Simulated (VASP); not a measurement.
# AgI (zincblende type) (F-43m) in VASP: single point with PBEsol

Aim: the single point of AgI (zincblende type) with PBEsol.

All numbers are computed with VASP 6.6.1; they aren't measurements. Logs are shortened: lines on timing, memory, paths and dates and some standing lists are left out, and cuts for length are marked.

## (1) The cell of the first run

It takes space group F-43m (No. 216, cubic). The conventional cell has a = 6.230 Å, b = 6.230 Å, c = 6.230 Å, α = 90.00°, β = 90.00°, γ = 90.00°. Within 3.6 Å of Ag (site symmetry -43m) lie 4 I at 2.70 Å. I (site symmetry -43m) has 4 Ag at 2.70 Å within 3.6 Å.

## (2) Single point, PBEsol (volume scaled by 0.9)

INCAR reads:

```
SYSTEM = AgI
  PREC = Accurate
  ENCUT = 500
  EDIFF = 1E-6
  ISMEAR = -1
  SIGMA = 0.05
  LREAL = .False.
  LASPH = .True.
  NELM = 120
  ALGO = Normal
  ISIF = 2
  LWAVE = .False.
  LCHARG = .True.
  GGA = PS
  LELF = .True.
  LVHAR = .True.
  NBANDS = 16
  GGA_COMPAT = .False.
```

KPOINTS reads:

```
Automatic mesh
0
Gamma
  12 12 12
  0 0 0
```

POSCAR reads:

```
AgI
1.0
    0.0000000000      3.1147611774      3.1147611774
    3.1147611774      0.0000000000      3.1147611774
    3.1147611774      3.1147611774      0.0000000000
Ag I
1 1
Direct
    0.0000000000      0.0000000000      0.0000000000
    0.2500000000      0.2500000000      0.2500000000
```

Potentials or basis: VASP PAW PBE potentials, release 64 (Ag, I).

Command:

```sh
cat potpaw_PBE.64/Ag/POTCAR potpaw_PBE.64/I/POTCAR > POTCAR
mpirun -np 1 vasp_std > vasp.out
```

OUTCAR:

```text
SYSTEM = AgI
   PREC = Accurate
   ENCUT = 500
   EDIFF = 1E-6
   ISMEAR = -1
   LREAL = .False.
   LASPH = .True.
   NELM = 120
   ISIF = 2
   GGA = PS

 ion  position               nearest neighbor table
   1  0.000  0.000  0.000-   2 2.70   2 2.70   2 2.70   2 2.70
   2  0.250  0.250  0.250-   1 2.70   1 2.70   1 2.70   1 2.70

  LATTYP: Found a face centered cubic cell.
 ALAT       =     6.2295223548

  Lattice vectors:

 A1 = (   0.0000000000,   3.1147611774,   3.1147611774)
 A2 = (   3.1147611774,   0.0000000000,   3.1147611774)
 A3 = (   3.1147611774,   3.1147611774,   0.0000000000)

Analysis of symmetry for initial positions (statically):
=====================================================================
 Subroutine PRICEL returns:
 Original cell was already a primitive cell.

 Routine SETGRP: Setting up the symmetry group for a
 face centered cubic supercell.

 Subroutine GETGRP returns: Found 24 space group operations
 (whereof 24 operations were pure point group operations)
 out of a pool of 48 trial point group operations.

The static configuration has the point symmetry T_d .

Analysis of symmetry for dynamics (positions and initial velocities):
=====================================================================
 Subroutine PRICEL returns:
 Original cell was already a primitive cell.

 Routine SETGRP: Setting up the symmetry group for a
 face centered cubic supercell.

 Subroutine GETGRP returns: Found 24 space group operations
 (whereof 24 operations were pure point group operations)
 out of a pool of 48 trial point group operations.

The dynamic configuration has the point symmetry T_d .

 Subroutine INISYM returns: Found 24 space group operations
 (whereof 24 operations are pure point group operations),
 and found     1 'primitive' translations

----------------------------------------------------------------------------------------

                                     Primitive cell

  volume of cell :      60.4372

  direct lattice vectors                    reciprocal lattice vectors
     0.000000000  3.114761177  3.114761177    -0.160525951  0.160525951  0.160525951
     3.114761177  0.000000000  3.114761177     0.160525951 -0.160525951  0.160525951
     3.114761177  3.114761177  0.000000000     0.160525951  0.160525951 -0.160525951

  length of vectors
     4.404937501  4.404937501  4.404937501     0.278039103  0.278039103  0.278039103

  position of ions in fractional coordinates (direct lattice)
     0.000000000  0.000000000  0.000000000
     0.250000000  0.250000000  0.250000000

  ion indices of the primitive-cell ions
   primitive index   ion index
                 1           1
                 2           2

----------------------------------------------------------------------------------------

 KPOINTS: Automatic mesh

Automatic generation of k-mesh.
 Grid dimensions read from file:
 generate k-points for:   12   12   12

 Generating k-lattice:

  Cartesian coordinates                     Fractional coordinates (reciprocal lattice)
    -0.013377163  0.013377163  0.013377163     0.083333333  0.000000000  0.000000000
     0.013377163 -0.013377163  0.013377163     0.000000000  0.083333333  0.000000000
     0.013377163  0.013377163 -0.013377163     0.000000000  0.000000000  0.083333333

  Length of vectors
     0.023169925  0.023169925  0.023169925

  Shift w.r.t. Gamma in fractional coordinates (k-lattice)
     0.000000000  0.000000000  0.000000000

 Subroutine IBZKPT returns following result:
 ===========================================

 Found     72 irreducible k-points:

 Following reciprocal coordinates:
            Coordinates               Weight
  0.000000  0.000000  0.000000      1.000000
  0.083333  0.000000  0.000000      8.000000
  0.166667  0.000000  0.000000      8.000000
  0.250000  0.000000  0.000000      8.000000
  0.333333  0.000000  0.000000      8.000000
  0.416667  0.000000  0.000000      8.000000
[... 16 lines left out ...]
  0.500000  0.166667  0.000000     24.000000
 -0.416667  0.166667  0.000000     24.000000
 [... further k-points ...]
   k-points           NKPTS =     72   k-points in BZ     NKDIM =     72   number of bands    NBANDS=     16
   number of dos      NEDOS =    301   number of ions     NIONS =      2
   total plane-waves  NPLWV =  32768
   dimension x,y,z NGX =    32 NGY =   32 NGZ =   32
   dimension x,y,z NGXF=    64 NGYF=   64 NGZF=   64
   ions per type =               1   1
   NGX,Y,Z   is equivalent  to a cutoff of  12.08, 12.08, 12.08 a.u.
   NGXF,Y,Z  is equivalent  to a cutoff of  24.15, 24.15, 24.15 a.u.
 SYSTEM =  AgI
   PREC   = accura    normal or accurate (medium, high low for compatibility)
   ISTART =      0    job   : 0-new  1-cont  2-samecut
   ICHARG =      2    charge: 1-file 2-atom 10-const
   ISPIN  =      1    spin polarized calculation?
   LNONCOLLINEAR =      F non collinear calculations
   LSORBIT =      F    spin-orbit coupling
   LASPH  =      T    aspherical Exc in radial PAW
   ENCUT  =  500.0 eV  36.75 Ry    6.06 a.u.   8.03  8.03  8.03*2*pi/ulx,y,z
   NELM   =    120;   NELMIN=  2; NELMDL= -5     # of ELM steps
   EDIFF  = 0.1E-05   stopping-criterion for ELM
   LREAL  =      F    real-space projection
   EDIFFG = 0.1E-04   stopping-criterion for IOM
   NSW    =      0    number of steps for IOM
   IBRION =     -1    ionic relax: 0-MD 1-quasi-New 2-CG
   NFREE  =      0    steps in history (QN), initial steepest desc. (CG)
   ISIF   =      2    stress and relaxation
   ISYM   =      2    0-nonsym 1-usesym 2-fastsym
   POTIM  = 0.5000    time-step for ionic-motion
   TEBEG  =    0.0;   TEEND  =   0.0 temperature during run
   PSTRESS=    0.0 pullay stress
   NELECT =      18.0000    total number of electrons
   NUPDOWN=      -1.0000    fix difference up-down
   EMIN   =  10.00;   EMAX   =-10.00  energy-range for DOS
   EFERMI =   0.00;   METHOD = LEGACY
   ISMEAR =    -1;   SIGMA  =   0.05  broadening in eV -4-tet -1-fermi 0-gaus
   EFERMI_NEDOS =   21; number of points for ismear=-14 and -15
   IALGO  =     38    algorithm
   IMIX   =      4    mixing-type and parameters
     AMIX     =   0.40;   BMIX     =  1.00
     AMIX_MAG =   1.60;   BMIX_MAG =  1.00
  volume/ion in A,a.u.               =      30.22       203.93
  Fermi-wavevector in a.u.,A,eV,Ry     =   1.093279  2.065997 16.262479  1.195258
  Thomas-Fermi vector in A             =   2.229561
   LORBIT       =      0    0 simple, 1 ext, 2 COOP (PROOUT), +10 PAW based schemes
   GGA     = PS    functional components
   LHFCALC =     F    Hartree Fock is set to
   AEXX    =    0.0000 exact exchange contribution
   IVDW    =     0    specifies the selected vdW correction
   LEPSILON=     F    determine dielectric tensor
   LRPA    =     F    only Hartree local field effects (RPA)
 non-spin polarized calculation
  energy-cutoff  :      500.00
  volume of cell :       60.44
 maximum number of plane-waves:      1572
   NGX = 17   NGY = 17   NGZ = 17

 number of electron      18.0000001 magnetization

 Free energy of the ion-electron system (eV)
  ---------------------------------------------------
  ext. energy  EPLUGINS =         0.00000000
  ---------------------------------------------------
  free energy    TOTEN  =        -5.36829490 eV

  energy without entropy =       -5.36829487  energy(sigma->0) =       -5.36829489

 E-fermi :   5.1636     XC(G=0):  -9.2322

 val. band max:        4.5067835856   @ k =   0.0000   0.0000   0.0000
 cond. band min:       5.7064032265   @ k =   0.0000   0.0000   0.0000
 fundamental gap:      1.1996196408
 Fermi energy:         5.1635631581

 k-point     1 :       0.0000    0.0000    0.0000
  band No.  band energies     occupation
      1      -9.1082      2.00000
      2      -0.5642      2.00000
      3      -0.5642      2.00000
      4      -0.5642      2.00000
      5       0.7956      2.00000
      6       0.7956      2.00000
[... 8 lines left out ...]
     15      14.6492      0.00000
     16      14.6492      0.00000

 k-point     2 :       0.0833    0.0000    0.0000
  band No.  band energies     occupation
      1      -9.0825      2.00000
      2      -0.5819      2.00000
      3      -0.5492      2.00000
      4      -0.5492      2.00000
      5       0.7926      2.00000
      6       0.7926      2.00000
[... 8 lines left out ...]
     15      14.1567      0.00000
     16      14.1567      0.00000

 k-point     3 :       0.1667    0.0000    0.0000
  band No.  band energies     occupation
      1      -9.0109      2.00000
      2      -0.6222      2.00000
      3      -0.5089      2.00000
      4      -0.5089      2.00000
      5       0.7874      2.00000
      6       0.7874      2.00000
[... 8 lines left out ...]
     15      13.7082      0.00000
     16      13.9956      0.00000

 k-point     4 :       0.2500    0.0000    0.0000
  band No.  band energies     occupation
      1      -8.9098      2.00000
      2      -0.6536      2.00000
      3      -0.4557      2.00000
      4      -0.4557      2.00000
      5       0.7891      2.00000
      6       0.7891      2.00000
[... 8 lines left out ...]
     15      13.6651      0.00000
     16      13.6651      0.00000
[... 324 lines left out ...]
 k-point    22 :       0.4167    0.1667    0.0000
  band No.  band energies     occupation
      1      -8.7194      2.00000
      2      -0.6797      2.00000
      3      -0.3180      2.00000
      4      -0.2947      2.00000
      5       0.7740      2.00000
      6       0.8524      2.00000
[... 8 lines left out ...]
     15      15.1692      0.00000
     16      15.4031      0.00000

 k-point    23 :       0.5000    0.1667    0.0000
  band No.  band energies     occupation
      1      -8.6628      2.00000
      2      -0.5760      2.00000
      3      -0.3026      2.00000
      4      -0.2777      2.00000
      5       0.8085      2.00000
      6       0.8421      2.00000
[... 8 lines left out ...]
     15      15.3224      0.00000
     16      15.5466      0.00000

 k-point    24 :      -0.4167    0.1667    0.0000
  band No.  band energies     occupation
      1      -8.6553      2.00000
      2      -0.4920      2.00000
      3      -0.3464      2.00000
      4      -0.2897      2.00000
      5       0.7896      2.00000
      6       0.8113      2.00000
[... 8 lines left out ...]
     15      14.6660      0.00000
     16      15.2140      0.00000

 [... further k-points ...]

------------------------ aborting loop because EDIFF is reached ----------------------------------------

  FORCE on cell =-STRESS in cart. coord.  units (eV):
  Direction    XX          YY          ZZ          XY          YZ          ZX
  --------------------------------------------------------------------------------------
  -------------------------------------------------------------------------------------
  Total        1.7673060      1.7673060      1.7673060      0.0000000      0.0000000      0.0000000
  in kB       46.8509165     46.8509165     46.8509165      0.0000000      0.0000000      0.0000000
  external PRESSURE =      46.8509165 kB  Pullay stress =       0.0000000 kB

 VOLUME and BASIS-vectors are now :
 -----------------------------------------------------------------------------
  energy-cutoff  :      500.00
  volume of cell :       60.44
      direct lattice vectors                 reciprocal lattice vectors
     0.000000000  3.114761177  3.114761177    -0.160525951  0.160525951  0.160525951
     3.114761177  0.000000000  3.114761177     0.160525951 -0.160525951  0.160525951
     3.114761177  3.114761177  0.000000000     0.160525951  0.160525951 -0.160525951

 POSITION                                       TOTAL-FORCE (eV/Angst)
 -----------------------------------------------------------------------------------
      0.00000      0.00000      0.00000         0.000000     -0.000000      0.000000
      1.55738      1.55738      1.55738        -0.000000      0.000000     -0.000000
 -----------------------------------------------------------------------------------
    total drift:                                0.000000      0.000000      0.000000

  FREE ENERGIE OF THE ION-ELECTRON SYSTEM (eV)
  ---------------------------------------------------
  free  energy   TOTEN  =        -5.3682949022 eV

  energy  without entropy=       -5.3682948717  energy(sigma->0) =       -5.36829489
```

It took 20 s on 1 thread of Intel Xeon 6975P-C (Granite Rapids), shared host; peak memory 0.22 GiB.

What came out:

| Item | Value |
| --- | --- |
| Free energy | -5.3683 eV |
| Pressure | 4.7 GPa |
| Band gap on the k mesh | 1.20 eV, direct |

Levels at points of the mesh, in eV from the valence-band top:
```csv
k point,band 7,band 8,band 9,band 10,band 11,band 12
"(0.00, 0.00, 0.00)",0.00,0.00,0.00,1.20,5.43,5.43
"(0.50, 0.00, 0.00)",-3.51,-0.93,-0.93,2.56,5.97,5.97
"(0.50, 0.50, 0.00)",-3.16,-2.27,-2.27,3.12,3.65,8.84
```

Caveat: the PAW data sets were made with another functional, which shifts forces and pressure a little; spin-orbit coupling is left out, which moves the levels of the heavy elements. A k mesh can miss the band edges.
